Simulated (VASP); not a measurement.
# CdS (F-43m) in VASP: notebook

CdS is run at these levels: PBEsol; tasks: electric field gradients, density of states.

All numbers are computed with VASP 6.6.1; they aren't measurements. Logs are shortened: lines on timing, memory, paths and dates and some standing lists are left out, and cuts for length are marked.

## Step 1: The cell of the first run

It takes space group F-43m (No. 216, cubic). The conventional cell has a = 5.766 Å, b = 5.766 Å, c = 5.766 Å, α = 90.00°, β = 90.00°, γ = 90.00°. Within 3.3 Å of Cd (site symmetry -43m) lie 4 S at 2.50 Å. S (site symmetry -43m) has 4 Cd at 2.50 Å within 3.3 Å.

## Step 2: Electric field gradients, PBEsol (volume scaled by 0.94)

File INCAR:

```
PREC = Accurate
ENCUT = 520
EDIFF = 1E-8
ISMEAR = -1
SIGMA = 0.02
LREAL = False
LASPH = True
NELM = 60
ALGO = Normal
ISIF = 2
LWAVE = False
LCHARG = False
GGA = PS
LEFG = True
NBANDS = 16
```

File KPOINTS:

```
Automatic mesh
0
Gamma
  7 7 7
```

File POSCAR:

```
CdS
1.0
    0.0000000000      2.8828763328      2.8828763328
    2.8828763328      0.0000000000      2.8828763328
    2.8828763328      2.8828763328      0.0000000000
Cd S
1 1
Direct
    0.0000000000      0.0000000000      0.0000000000
    0.7500000000      0.7500000000      0.7500000000
```

Potentials or basis: VASP PAW PBE potentials, release 64 (Cd, S).

The run is started by

```bash
$ cat potpaw_PBE.64/Cd/POTCAR potpaw_PBE.64/S/POTCAR > POTCAR
$ mpirun -np 1 vasp_std > vasp.out
```

OUTCAR:

```text
PREC = Accurate
   ENCUT = 520
   EDIFF = 1E-8
   ISMEAR = -1
   LREAL = False
   LASPH = True
   NELM = 60
   ISIF = 2
   GGA = PS

 ion  position               nearest neighbor table
   1  0.000  0.000  0.000-   2 2.50   2 2.50   2 2.50   2 2.50
   2  0.750  0.750  0.750-   1 2.50   1 2.50   1 2.50   1 2.50

  LATTYP: Found a face centered cubic cell.
 ALAT       =     5.7657526656

  Lattice vectors:

 A1 = (   0.0000000000,   2.8828763328,   2.8828763328)
 A2 = (   2.8828763328,   0.0000000000,   2.8828763328)
 A3 = (   2.8828763328,   2.8828763328,   0.0000000000)

Analysis of symmetry for initial positions (statically):
=====================================================================
 Subroutine PRICEL returns:
 Original cell was already a primitive cell.

 Routine SETGRP: Setting up the symmetry group for a
 face centered cubic supercell.

 Subroutine GETGRP returns: Found 24 space group operations
 (whereof 24 operations were pure point group operations)
 out of a pool of 48 trial point group operations.

The static configuration has the point symmetry T_d .

Analysis of symmetry for dynamics (positions and initial velocities):
=====================================================================
 Subroutine PRICEL returns:
 Original cell was already a primitive cell.

 Routine SETGRP: Setting up the symmetry group for a
 face centered cubic supercell.

 Subroutine GETGRP returns: Found 24 space group operations
 (whereof 24 operations were pure point group operations)
 out of a pool of 48 trial point group operations.

The dynamic configuration has the point symmetry T_d .

 Subroutine INISYM returns: Found 24 space group operations
 (whereof 24 operations are pure point group operations),
 and found     1 'primitive' translations

----------------------------------------------------------------------------------------

                                     Primitive cell

  volume of cell :      47.9190

  direct lattice vectors                    reciprocal lattice vectors
     0.000000000  2.882876333  2.882876333    -0.173437894  0.173437894  0.173437894
     2.882876333  0.000000000  2.882876333     0.173437894 -0.173437894  0.173437894
     2.882876333  2.882876333  0.000000000     0.173437894  0.173437894 -0.173437894

  length of vectors
     4.077002808  4.077002808  4.077002808     0.300403244  0.300403244  0.300403244

  position of ions in fractional coordinates (direct lattice)
     0.000000000  0.000000000  0.000000000
     0.750000000  0.750000000  0.750000000

  ion indices of the primitive-cell ions
   primitive index   ion index
                 1           1
                 2           2

----------------------------------------------------------------------------------------

 KPOINTS: Automatic mesh

Automatic generation of k-mesh.
 Grid dimensions read from file:
 generate k-points for:    7    7    7

 Generating k-lattice:

  Cartesian coordinates                     Fractional coordinates (reciprocal lattice)
    -0.024776842  0.024776842  0.024776842     0.142857143  0.000000000  0.000000000
     0.024776842 -0.024776842  0.024776842     0.000000000  0.142857143  0.000000000
     0.024776842  0.024776842 -0.024776842     0.000000000  0.000000000  0.142857143

  Length of vectors
     0.042914749  0.042914749  0.042914749

  Shift w.r.t. Gamma in fractional coordinates (k-lattice)
     0.000000000  0.000000000  0.000000000

 Subroutine IBZKPT returns following result:
 ===========================================

 Found     20 irreducible k-points:

 Following reciprocal coordinates:
            Coordinates               Weight
  0.000000  0.000000  0.000000      1.000000
  0.142857  0.000000  0.000000      8.000000
  0.285714  0.000000  0.000000      8.000000
  0.428571  0.000000  0.000000      8.000000
  0.142857  0.142857  0.000000      6.000000
  0.285714  0.142857  0.000000     24.000000
[... 12 lines left out ...]
 -0.428571  0.428571  0.142857     24.000000
 -0.285714  0.428571  0.142857     24.000000
   k-points           NKPTS =     20   k-points in BZ     NKDIM =     20   number of bands    NBANDS=     16
   number of dos      NEDOS =    301   number of ions     NIONS =      2
   total plane-waves  NPLWV =  27000
   dimension x,y,z NGX =    30 NGY =   30 NGZ =   30
   dimension x,y,z NGXF=    60 NGYF=   60 NGZF=   60
   ions per type =               1   1
   NGX,Y,Z   is equivalent  to a cutoff of  12.23, 12.23, 12.23 a.u.
   NGXF,Y,Z  is equivalent  to a cutoff of  24.47, 24.47, 24.47 a.u.
 SYSTEM =  unknown system
   PREC   = accura    normal or accurate (medium, high low for compatibility)
   ISTART =      0    job   : 0-new  1-cont  2-samecut
   ICHARG =      2    charge: 1-file 2-atom 10-const
   ISPIN  =      1    spin polarized calculation?
   LNONCOLLINEAR =      F non collinear calculations
   LSORBIT =      F    spin-orbit coupling
   LASPH  =      T    aspherical Exc in radial PAW
   ENCUT  =  520.0 eV  38.22 Ry    6.18 a.u.   7.58  7.58  7.58*2*pi/ulx,y,z
   NELM   =     60;   NELMIN=  2; NELMDL= -5     # of ELM steps
   EDIFF  = 0.1E-07   stopping-criterion for ELM
   LREAL  =      F    real-space projection
   EDIFFG = 0.1E-06   stopping-criterion for IOM
   NSW    =      0    number of steps for IOM
   IBRION =     -1    ionic relax: 0-MD 1-quasi-New 2-CG
   NFREE  =      0    steps in history (QN), initial steepest desc. (CG)
   ISIF   =      2    stress and relaxation
   ISYM   =      2    0-nonsym 1-usesym 2-fastsym
   POTIM  = 0.5000    time-step for ionic-motion
   TEBEG  =    0.0;   TEEND  =   0.0 temperature during run
   PSTRESS=    0.0 pullay stress
   NELECT =      18.0000    total number of electrons
   NUPDOWN=      -1.0000    fix difference up-down
   EMIN   =  10.00;   EMAX   =-10.00  energy-range for DOS
   EFERMI =   0.00;   METHOD = LEGACY
   ISMEAR =    -1;   SIGMA  =   0.02  broadening in eV -4-tet -1-fermi 0-gaus
   EFERMI_NEDOS =   21; number of points for ismear=-14 and -15
   IALGO  =     38    algorithm
   IMIX   =      4    mixing-type and parameters
     AMIX     =   0.40;   BMIX     =  1.00
     AMIX_MAG =   1.60;   BMIX_MAG =  1.00
  volume/ion in A,a.u.               =      23.96       161.69
  Fermi-wavevector in a.u.,A,eV,Ry     =   1.181217  2.232176 18.983847  1.395273
  Thomas-Fermi vector in A             =   2.317495
   LORBIT       =      0    0 simple, 1 ext, 2 COOP (PROOUT), +10 PAW based schemes
   GGA     = PS    functional components
   LHFCALC =     F    Hartree Fock is set to
   AEXX    =    0.0000 exact exchange contribution
   IVDW    =     0    specifies the selected vdW correction
   LEPSILON=     F    determine dielectric tensor
   LRPA    =     F    only Hartree local field effects (RPA)
 non-spin polarized calculation
  energy-cutoff  :      520.00
  volume of cell :       47.92
 maximum number of plane-waves:      1308
   NGX = 15   NGY = 15   NGZ = 15

 number of electron      18.0000008 magnetization

 Free energy of the ion-electron system (eV)
  ---------------------------------------------------
  ext. energy  EPLUGINS =         0.00000000
  ---------------------------------------------------
  free energy    TOTEN  =        -6.79935535 eV

  energy without entropy =       -6.79935535  energy(sigma->0) =       -6.79935535

 E-fermi :   1.9375     XC(G=0):  -9.5424

 val. band max:        1.5197516510   @ k =   0.0000   0.0000   0.0000
 cond. band min:       2.5991025001   @ k =   0.0000   0.0000   0.0000
 fundamental gap:      1.0793508491
 Fermi energy:         1.9374798977

 k-point     1 :       0.0000    0.0000    0.0000
  band No.  band energies     occupation
      1     -11.0884      2.00000
      2      -6.3489      2.00000
      3      -6.3489      2.00000
      4      -6.3489      2.00000
      5      -5.8112      2.00000
      6      -5.8112      2.00000
[... 8 lines left out ...]
     15      13.0177      0.00000
     16      13.0177      0.00000
[... 343 lines left out ...]
 k-point    20 :      -0.2857    0.4286    0.1429
  band No.  band energies     occupation
      1     -10.4827      2.00000
      2      -6.1205      2.00000
      3      -6.0601      2.00000
      4      -5.8703      2.00000
      5      -5.7935      2.00000
      6      -5.1465      2.00000
[... 8 lines left out ...]
     15      13.8475      0.00000
     16      15.6226      0.00000

------------------------ aborting loop because EDIFF is reached ----------------------------------------

  FORCE on cell =-STRESS in cart. coord.  units (eV):
  Direction    XX          YY          ZZ          XY          YZ          ZX
  --------------------------------------------------------------------------------------
  -------------------------------------------------------------------------------------
  Total        0.7353304      0.7353304      0.7353304      0.0000000      0.0000000      0.0000000
  in kB       24.5858421     24.5858421     24.5858421      0.0000000      0.0000000      0.0000000
  external PRESSURE =      24.5858421 kB  Pullay stress =       0.0000000 kB

 VOLUME and BASIS-vectors are now :
 -----------------------------------------------------------------------------
  energy-cutoff  :      520.00
  volume of cell :       47.92
      direct lattice vectors                 reciprocal lattice vectors
     0.000000000  2.882876333  2.882876333    -0.173437894  0.173437894  0.173437894
     2.882876333  0.000000000  2.882876333     0.173437894 -0.173437894  0.173437894
     2.882876333  2.882876333  0.000000000     0.173437894  0.173437894 -0.173437894

 POSITION                                       TOTAL-FORCE (eV/Angst)
 -----------------------------------------------------------------------------------
      0.00000      0.00000      0.00000        -0.000000     -0.000000     -0.000000
      4.32431      4.32431      4.32431         0.000000      0.000000      0.000000
 -----------------------------------------------------------------------------------
    total drift:                                0.000001      0.000001      0.000001

  FREE ENERGIE OF THE ION-ELECTRON SYSTEM (eV)
  ---------------------------------------------------
  free  energy   TOTEN  =        -6.7993553497 eV

  energy  without entropy=       -6.7993553497  energy(sigma->0) =       -6.79935535

 Electric field gradients (V/A^2)
---------------------------------------------------------------------
 ion       V_xx      V_yy      V_zz      V_xy      V_xz      V_yz
---------------------------------------------------------------------
   1       0.000     0.000    -0.000    -0.002    -0.002    -0.002
   2       0.000     0.000     0.000    -0.000    -0.000    -0.000
---------------------------------------------------------------------

 Electric field gradients after diagonalization (V/A^2)
 (convention: |V_zz| > |V_xx| > |V_yy|)
----------------------------------------------------------------------
 ion       V_xx      V_yy      V_zz     asymmetry (V_yy - V_xx)/ V_zz
----------------------------------------------------------------------
   1       0.002     0.002    -0.004       0.000
   2       0.000     0.000    -0.000       0.000
----------------------------------------------------------------------

           NMR quadrupolar parameters

 Cq : quadrupolar parameter    Cq=e*Q*V_zz/h
 eta: asymmetry parameters     (V_yy - V_xx)/ V_zz
 Q  : nuclear electric quadrupole moment in mb (millibarn)
----------------------------------------------------------------------
 ion       Cq(MHz)       eta       Q (mb)
----------------------------------------------------------------------
   1      -0.000       0.000       1.000
   2      -0.000       0.000       1.000
----------------------------------------------------------------------
```

It took 11 s on 1 thread of Intel Xeon 6975P-C (Granite Rapids), shared host; peak memory 0.16 GiB.

What came out:

```
Free energy            : -6.7994 eV
Pressure               : 2.5 GPa
Band gap on the k mesh : 1.08 eV, direct
```

Levels at points of the mesh, in eV from the valence-band top:
| k point | band 6 | band 7 | band 8 | band 9 | band 10 | band 11 | band 12 | band 13 |
| --- | --- | --- | --- | --- | --- | --- | --- | --- |
| (0.00, 0.00, 0.00) | -7.33 | 0.00 | 0.00 | 0.00 | 1.08 | 6.43 | 6.43 | 6.43 |

Caveat: without QUAD_EFG the Cq values of the log hold for a quadrupole moment of 1 mb, not for the nuclei; the PAW data sets were made with another functional, which shifts forces and pressure a little.

## Step 3: Electric field gradients, PBEsol (volume scaled by 1.06)

File INCAR:

```
ALGO = Normal ; EDIFF = 1E-8
ENCUT = 520 ; GGA = PS
ISIF = 2 ; ISMEAR = -1
LASPH = T ; LCHARG = F
LEFG = T ; LREAL = F
LWAVE = F ; NBANDS = 16
NELM = 80 ; PREC = Accurate
SIGMA = 0.02
```

File KPOINTS:

```
k-points
0
Gamma
  7 7 7
```

File POSCAR:

```
CdS
1.0
    0.0000000000      3.0006730886      3.0006730886
    3.0006730886      0.0000000000      3.0006730886
    3.0006730886      3.0006730886      0.0000000000
Cd S
1 1
Direct
    0.0000000000      0.0000000000      0.0000000000
    0.7500000000      0.7500000000      0.7500000000
```

Potentials or basis: VASP PAW PBE potentials, release 64 (Cd, S).

The run is started by

```bash
$ cat potpaw_PBE.64/Cd/POTCAR potpaw_PBE.64/S/POTCAR > POTCAR
$ mpirun -np 1 vasp_std > vasp.out
```

OUTCAR:

```text
EDIFF = 1E-8
   ENCUT = 520
   GGA = PS
   ISIF = 2
   ISMEAR = -1
   LASPH = T
   LREAL = F
   NELM = 80
   PREC = Accurate

 ion  position               nearest neighbor table
   1  0.000  0.000  0.000-   2 2.60   2 2.60   2 2.60   2 2.60
   2  0.750  0.750  0.750-   1 2.60   1 2.60   1 2.60   1 2.60

  LATTYP: Found a face centered cubic cell.
 ALAT       =     6.0013461772

  Lattice vectors:

 A1 = (   0.0000000000,   3.0006730886,   3.0006730886)
 A2 = (   3.0006730886,   0.0000000000,   3.0006730886)
 A3 = (   3.0006730886,   3.0006730886,   0.0000000000)

[... 583 lines left out ...]
  free  energy   TOTEN  =        -6.7521352997 eV

  energy  without entropy=       -6.7521352996  energy(sigma->0) =       -6.75213530

 Electric field gradients (V/A^2)
---------------------------------------------------------------------
 ion       V_xx      V_yy      V_zz      V_xy      V_xz      V_yz
---------------------------------------------------------------------
   1       0.000    -0.000    -0.000    -0.000    -0.000    -0.000
   2      -0.000     0.000     0.000    -0.001    -0.001    -0.001
---------------------------------------------------------------------

 Electric field gradients after diagonalization (V/A^2)
 (convention: |V_zz| > |V_xx| > |V_yy|)
----------------------------------------------------------------------
 ion       V_xx      V_yy      V_zz     asymmetry (V_yy - V_xx)/ V_zz
----------------------------------------------------------------------
   1       0.000     0.000    -0.000       0.000
   2       0.001     0.001    -0.001       0.000
----------------------------------------------------------------------

           NMR quadrupolar parameters

 Cq : quadrupolar parameter    Cq=e*Q*V_zz/h
 eta: asymmetry parameters     (V_yy - V_xx)/ V_zz
 Q  : nuclear electric quadrupole moment in mb (millibarn)
----------------------------------------------------------------------
 ion       Cq(MHz)       eta       Q (mb)
----------------------------------------------------------------------
   1      -0.000       0.000       1.000
   2      -0.000       0.000       1.000
----------------------------------------------------------------------
```

OSZICAR:

```text
N       E                     dE             d eps       ncg     rms          rms(c)
DAV:   1     0.109792659077E+03    0.10979E+03   -0.89058E+03   640   0.102E+03
DAV:   2    -0.250720008944E+01   -0.11230E+03   -0.10488E+03   760   0.252E+02
DAV:   3    -0.723286281517E+01   -0.47257E+01   -0.47140E+01   792   0.532E+01
DAV:   4    -0.726373182407E+01   -0.30869E-01   -0.30866E-01   784   0.422E+00
DAV:   5    -0.726414763981E+01   -0.41582E-03   -0.41581E-03   816   0.457E-01    0.642E+00
DAV:   6    -0.677280348336E+01    0.49134E+00   -0.83289E-01   968   0.115E+01    0.539E+00
DAV:   7    -0.675506878395E+01    0.17735E-01   -0.14428E-01   792   0.269E+00    0.269E+00
DAV:   8    -0.675220275174E+01    0.28660E-02   -0.13807E-02   744   0.140E+00    0.198E-01
DAV:   9    -0.675201265376E+01    0.19010E-03   -0.15716E-03   800   0.545E-01    0.657E-02
DAV:  10    -0.675208752168E+01   -0.74868E-04   -0.18257E-04   808   0.136E-01    0.646E-02
DAV:  11    -0.675214033731E+01   -0.52816E-04   -0.85547E-05   832   0.738E-02    0.261E-02
DAV:  12    -0.675213474490E+01    0.55924E-05   -0.15431E-05   848   0.446E-02    0.659E-03
DAV:  13    -0.675213520803E+01   -0.46312E-06   -0.14941E-06   776   0.762E-03    0.351E-03
DAV:  14    -0.675213529425E+01   -0.86223E-07   -0.23696E-07   808   0.324E-03    0.195E-03
DAV:  15    -0.675213530429E+01   -0.10041E-07   -0.35132E-09   608   0.476E-04    0.158E-03
DAV:  16    -0.675213529966E+01    0.46316E-08   -0.18699E-09   664   0.378E-04
   1 F= -.67521353E+01 E0= -.67521353E+01  d E =-.249227E-10
```

Wall time 18 s (1 thread of Intel Xeon 6975P-C (Granite Rapids), shared host); peak memory 0.18 GiB.

What came out:

```yaml
Free_energy: -6.7521 eV
Pressure: -4.2 GPa
Band_gap_on_the_k_mesh: 0.83 eV, direct
```

Caveat: without QUAD_EFG the Cq values of the log hold for a quadrupole moment of 1 mb, not for the nuclei; the PAW data sets were made with another functional, which shifts forces and pressure a little.

[end of part 1 of 2]
